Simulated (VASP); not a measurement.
# Rh (P6_3/mmc) in VASP: notebook, part 2 of 2

VASP 6.6.1. Earlier steps stand in the parts before.

## 3. Single point, r2SCAN

This run uses another cell than the first one, of 13.76 Å³/atom.

POSCAR reads:

```
Rh
1.0
    2.7036431827      0.0000000000      0.0000000000
   -1.3518215913      2.3414236790      0.0000000000
    0.0000000000      0.0000000000      4.3486172211
Rh
2
Direct
    0.6666666667      0.3333333333      0.7500000000
    0.3333333333      0.6666666667      0.2500000000
```

INCAR.step1 reads:

```
  PREC = Accurate
  ENCUT = 520
  ISMEAR = 0
  SIGMA = 0.15
  LREAL = False
  LASPH = True
  NELM = 80
  NBANDS = 22
  GGA = PE
  ALGO = Normal
  EDIFF = 1E-4
  LWAVE = True
  LCHARG = False
```

INCAR.step2 reads:

```
  PREC = Accurate
  ENCUT = 520
  EDIFF = 1E-6
  ISMEAR = 0
  SIGMA = 0.15
  LREAL = False
  LASPH = True
  NELM = 80
  ALGO = Normal
  ISIF = 2
  LWAVE = False
  LCHARG = False
  METAGGA = R2SCAN
  LMIXTAU = True
  NBANDS = 22
  ISTART = 1
```

KPOINTS reads:

```
Automatic mesh
0
Gamma
  30 30 16
```

Potentials or basis: VASP PAW PBE potentials, release 64 (Rh_pv).

Launch:

```
> cat potpaw_PBE.64/Rh_pv/POTCAR > POTCAR
> cp INCAR.step1 INCAR
> mpirun -np 1 vasp_std > vasp.out
> cp INCAR.step2 INCAR
> mpirun -np 1 vasp_std > vasp.out
```

OUTCAR:

```text
PREC = Accurate
   ENCUT = 520
   EDIFF = 1E-6
   ISMEAR = 0
   LREAL = False
   LASPH = True
   NELM = 80
   ISIF = 2
   METAGGA = R2SCAN
   ISTART = 1

 ion  position               nearest neighbor table
   1  0.667  0.333  0.750-   2 2.68   2 2.68   2 2.68   2 2.68   2 2.68   2 2.68
   2  0.333  0.667  0.250-   1 2.68   1 2.68   1 2.68   1 2.68   1 2.68   1 2.68

  LATTYP: Found a hexagonal cell.
 ALAT       =     2.7036431827
 C/A-ratio  =     1.6084286747

  Lattice vectors:

 A1 = (   2.7036431827,   0.0000000000,   0.0000000000)
 A2 = (  -1.3518215913,   2.3414236790,   0.0000000000)
 A3 = (   0.0000000000,   0.0000000000,   4.3486172211)

Analysis of symmetry for initial positions (statically):
=====================================================================
 Subroutine PRICEL returns:
 Original cell was already a primitive cell.

 Routine SETGRP: Setting up the symmetry group for a
 hexagonal supercell.

 Subroutine GETGRP returns: Found 24 space group operations
 (whereof 12 operations were pure point group operations)
 out of a pool of 24 trial point group operations.
[... 162 lines left out ...]
  free energy    TOTEN  =       -48.20043698 eV

  energy without entropy =      -48.16509362  energy(sigma->0) =      -48.18276530

 E-fermi :  11.8213     XC(G=0): -15.1987

 val. band max:       11.8207404380   @ k =   0.4000   0.0000   0.3750
 cond. band min:      11.8215031363   @ k =   0.3333   0.0000   0.4375
 fundamental gap:      0.0007626983
 Fermi energy:        11.8213080249

 k-point     1 :       0.0000    0.0000    0.0000
  band No.  band energies     occupation
      1     -36.8715      2.00000
      2     -36.1656      2.00000
      3     -36.1656      2.00000
      4     -36.0576      2.00000
      5     -36.0474      2.00000
      6     -36.0474      2.00000
[... 589 lines left out ...]
     21      28.4717      0.00000
     22      29.1223      0.00000

 [... further k-points ...]

------------------------ aborting loop because EDIFF is reached ----------------------------------------

  FORCE on cell =-STRESS in cart. coord.  units (eV):
  Direction    XX          YY          ZZ          XY          YZ          ZX
  --------------------------------------------------------------------------------------
  -------------------------------------------------------------------------------------
  Total        0.1877795      0.1877795      0.3074963      0.0000000      0.0000000      0.0000000
  in kB       10.9289438     10.9289438     17.8965749      0.0000000      0.0000000      0.0000000
  external PRESSURE =      13.2514875 kB  Pullay stress =       0.0000000 kB

 VOLUME and BASIS-vectors are now :
 -----------------------------------------------------------------------------
  energy-cutoff  :      520.00
  volume of cell :       27.53
      direct lattice vectors                 reciprocal lattice vectors
     2.703643183  0.000000000  0.000000000     0.369871293  0.213545291  0.000000000
    -1.351821591  2.341423679  0.000000000     0.000000000  0.427090581  0.000000000
     0.000000000  0.000000000  4.348617221     0.000000000  0.000000000  0.229958157

 POSITION                                       TOTAL-FORCE (eV/Angst)
 -----------------------------------------------------------------------------------
      1.35182      0.78047      3.26146         0.000000     -0.000000      0.000000
     -0.00000      1.56095      1.08715        -0.000000      0.000000      0.000000
 -----------------------------------------------------------------------------------
    total drift:                               -0.000000      0.000000     -0.000000

  FREE ENERGIE OF THE ION-ELECTRON SYSTEM (eV)
  ---------------------------------------------------
  free  energy   TOTEN  =       -48.2004369777 eV

  energy  without entropy=      -48.1650936172  energy(sigma->0) =      -48.18276530
```

OSZICAR.step1:

```text
N       E                     dE             d eps       ncg     rms          rms(c)
DAV:   1     0.326998569017E+03    0.32700E+03   -0.19076E+04 36172   0.159E+03
DAV:   2    -0.822780332813E+01   -0.33523E+03   -0.32338E+03 37470   0.474E+02
DAV:   3    -0.153652567994E+02   -0.71375E+01   -0.70947E+01 42126   0.779E+01
DAV:   4    -0.154126641255E+02   -0.47407E-01   -0.47402E-01 40426   0.641E+00
DAV:   5    -0.154134110165E+02   -0.74689E-03   -0.74689E-03 42454   0.834E-01    0.145E+01
DAV:   6    -0.144851408264E+02    0.92827E+00   -0.21178E+00 39954   0.156E+01    0.517E+00
DAV:   7    -0.144522034987E+02    0.32937E-01   -0.50452E-02 41808   0.204E+00    0.229E+00
DAV:   8    -0.144464565821E+02    0.57469E-02   -0.86500E-03 37920   0.105E+00    0.376E-01
DAV:   9    -0.144460745222E+02    0.38206E-03   -0.31383E-04 38438   0.210E-01    0.224E-02
DAV:  10    -0.144460813662E+02   -0.68440E-05   -0.91097E-06 19884   0.301E-02
   1 F= -.14446081E+02 E0= -.14427805E+02  d E =-.365532E-01
```

Run time: 14 min. Hardware: 1 thread of Intel Xeon Platinum 8488C (Sapphire Rapids), shared host; peak memory 0.45 GiB.

What came out:

```
Free energy            : -48.2004 eV
Pressure               : 1.3 GPa
Band gap on the k mesh : zero (bands 15 and 16 overlap by 2.48 eV)
```

Stress tensor (GPa, compression positive):
```
1.09 0.00 0.00
0.00 1.09 0.00
0.00 0.00 1.79
```

Caveat: the PAW data sets were made with another functional, which shifts forces and pressure a little.

## 4. Relaxation of cell and atoms, r2SCAN, target pressure 1 GPa, at which the enthalpy is minimised

This run uses another cell than the first one, of 13.63 Å³/atom.

POSCAR reads:

```
Rh
1.0
    2.6946611627      0.0000000000      0.0000000000
   -1.3473305814      2.3336450215      0.0000000000
    0.0000000000      0.0000000000      4.3341703066
Rh
2
Direct
    0.6666666667      0.3333333333      0.7500000000
    0.3333333333      0.6666666667      0.2500000000
```

INCAR.step1 reads:

```
SYSTEM = Rh
PREC = Accurate
ENCUT = 600
ISMEAR = 0
SIGMA = 0.1
LREAL = .False.
LASPH = .True.
NELM = 100
GGA = PE
ALGO = Normal
EDIFF = 1E-4
LWAVE = .True.
LCHARG = .False.
```

INCAR.step2 reads:

```
SYSTEM = Rh
PREC = Accurate
ENCUT = 600
EDIFF = 1E-7
ISMEAR = 0
SIGMA = 0.1
LREAL = .False.
LASPH = .True.
NELM = 100
ALGO = Normal
ISIF = 3
LWAVE = .False.
LCHARG = .False.
METAGGA = R2SCAN
LMIXTAU = .True.
IBRION = 2
NSW = 70
EDIFFG = -0.008
PSTRESS = 10.0
ISTART = 1
```

KPOINTS reads:

```
regular mesh
0
Gamma
  18 18 10
  0 0 0
```

Launch:

```
> cat potpaw_PBE.64/Rh_pv/POTCAR > POTCAR
> cp INCAR.step1 INCAR
> mpirun -np 1 vasp_std > vasp.out
> cp INCAR.step2 INCAR
> mpirun -np 1 vasp_std > vasp.out
```

It took 16 min on 1 thread of Intel Xeon 8259CL, shared host; peak memory 0.27 GiB.

The run converged. Its results:

| Quantity | Value |
| --- | --- |
| Free energy | -48.1895 eV |
| Relaxed volume | 13.77 Å³/atom |
| Relaxed cell | a = 2.704 Å, b = 2.704 Å, c = 4.350 Å, α = 90.00°, β = 90.00°, γ = 120.00° |
| Space group after relaxing (to 0.1 Å) | P6_3/mmc (No. 194) |
| Energy change on relaxing (the run minimises the enthalpy) | -2.2 meV/atom |
| Ionic steps | 3 |
| Pressure after relaxing | 1.0 GPa |
| Band gap on the k mesh | zero (bands 15 and 16 overlap by 2.48 eV) |

Step by step:
```
step  energy change (eV)  largest force (eV/Å)  pressure (GPa)  volume (Å³)
   1              0.0000                0.0000            4.06        27.25
   2              0.0083                0.0000           -6.18        28.29
   3             -0.0045                0.0000            0.99        27.54
```

Final structure:
```cif
data_structure
_symmetry_space_group_name_H-M 'P 1'
_symmetry_Int_Tables_number 1
_cell_length_a 2.7039
_cell_length_b 2.7039
_cell_length_c 4.3499
_cell_angle_alpha 90.000
_cell_angle_beta 90.000
_cell_angle_gamma 120.000
_cell_volume 27.54
loop_
_atom_site_label
_atom_site_type_symbol
_atom_site_fract_x
_atom_site_fract_y
_atom_site_fract_z
_atom_site_occupancy
Rh1 Rh 0.66667 0.33333 0.75000 1
Rh2 Rh 0.33333 0.66667 0.25000 1
```

Levels at points of the mesh, in eV from the Fermi level:
| k point | band 13 | band 14 | band 15 | band 16 | band 17 | band 18 |
| --- | --- | --- | --- | --- | --- | --- |
| (0.00, 0.00, 0.00) | -2.61 | -2.05 | -2.05 | 0.12 | 0.12 | 0.93 |
| (0.50, 0.00, 0.00) | -2.21 | 0.40 | 0.64 | 0.72 | 3.17 | 5.39 |
| (0.00, 0.00, 0.50) | -3.29 | -3.29 | -0.47 | -0.47 | -0.47 | -0.47 |
| (0.50, 0.00, 0.50) | -0.31 | -0.31 | 0.60 | 0.60 | 2.85 | 2.85 |

Caveat: the cell is relaxed towards a set pressure, so the run minimises the enthalpy, not the energy; the PAW data sets were made with another functional, which shifts forces and pressure a little.

## 5. Overview

| task | potentials or basis | cell | k mesh | cutoff (eV) | smearing | gap on the mesh (eV) | pressure (GPa) |
| --- | --- | --- | --- | --- | --- | --- | --- |
| single point | VASP PAW PBE potentials, release 64 (Rh_sv_GW) | a = 2.741, b = 2.741, c = 4.175 Å, angles 90.0, 90.0, 120.0°, 2 atoms | 24 × 24 × 12 | 680 | gaussian 0.1 eV | none | 5.3 |
| single point | VASP PAW PBE potentials, release 64 (Rh_pv) | a = 2.704, b = 2.704, c = 4.349 Å, angles 90.0, 90.0, 120.0°, 2 atoms | 30 × 30 × 16 | 520 | gaussian 0.15 eV | none | 1.3 |
| relaxation of cell and atoms | VASP PAW PBE potentials, release 64 (Rh_pv) | relaxed to 1 GPa from a = 2.695, b = 2.695, c = 4.334 Å, angles 90.0, 90.0, 120.0°, 2 atoms | 18 × 18 × 10 | 600 | gaussian 0.1 eV | none | 1.0 |

Alike in all rows: level r2SCAN; no spin polarisation.

Caveats: the PAW data sets were made with another functional, which shifts forces and pressure a little; the stress differs along the axes, from 0 to 16 GPa (at least some runs); the cell is relaxed towards a set pressure, so the run minimises the enthalpy, not the energy (at least some runs).

Total energies depend on the potentials used, so only differences within one code and one set of settings carry meaning.
